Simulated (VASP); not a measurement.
Set up this calculation in VASP 6.6.1, as the native input.

* Task: single point
* Functional: LDA
* Potentials or basis: VASP PAW LDA potentials, release 64 (Mn_pv, Br)
* Cutoff: 520 eV
* k mesh: 4 × 4 × 2
* Occupations: gaussian, width 0.05 eV
* Spin: collinear spin, antiferromagnetic start
* Starting moments: [5.0, -5.0, 0.0, 0.0, 0.0, 0.0] μB
* Hubbard terms: Mn d U = 4.9 eV
* Dipole correction: no
* Further INCAR settings: ALGO = Normal; EDIFF = 1e-07; NBANDS = 40

The structure of MnBr2 lies in POSCAR:

```
MnBr2
1.0
    3.8258920574      0.0000000000      0.0000000000
   -1.9129460287      3.3133197139      0.0000000000
    0.0000000000      0.0000000000     12.3419074700
Mn Br
2 4
Direct
    1.0000000000      1.0000000000      0.0000000000
    1.0000000000      1.0000000000      0.5000000000
    0.3333333333      0.6666666667      0.1217132548
    0.6666666667      0.3333333333      0.3782867452
    0.3333333333      0.6666666667      0.6217132548
    0.6666666667      0.3333333333      0.8782867452
```

These files were run (other wordings do the same):

INCAR

```
PREC = Accurate
ENCUT = 520
EDIFF = 1E-7
ISMEAR = 0
SIGMA = 0.05
LREAL = False
LASPH = True
NELM = 150
ALGO = Normal
ISIF = 2
LWAVE = False
LCHARG = False
ISPIN = 2
MAGMOM = 5 -5 0 0 0 0
LORBIT = 11
LMAXMIX = 4
LDAU = True
LDAUTYPE = 2
LDAUL = 2 -1
LDAUU = 4.9 0
LDAUJ = 0 0
LDAUPRINT = 1
NBANDS = 40
```

KPOINTS

```
Automatic mesh
0
Gamma
  4 4 2
```

Potentials or basis: VASP PAW LDA potentials, release 64 (Mn_pv, Br).

Launch:

```bash
$ cat potpaw_LDA.64/Mn_pv/POTCAR potpaw_LDA.64/Br/POTCAR > POTCAR
$ mpirun -np 1 vasp_std > vasp.out
```

Results of the run:

```
Pressure                                              : -0.7 GPa
Largest force                                         : 0.044 eV/Å
Band gap on the k mesh                                : 3.21 eV
Net moment                                            : 0.00 μB per cell
Site moments                                          : Mn +4.58, -4.58; Br +0.06, -0.06 (each value once) μB
Valence electrons inside the program's atomic spheres : Mn 11.29; Br 4.88
```

Caveat: the k points lie up to 0.47 Å⁻¹ apart.

Run time: 2.9 min on 1 thread of Oxide Virtual Turin-like Processor (shared host), peak memory 0.22 GiB.
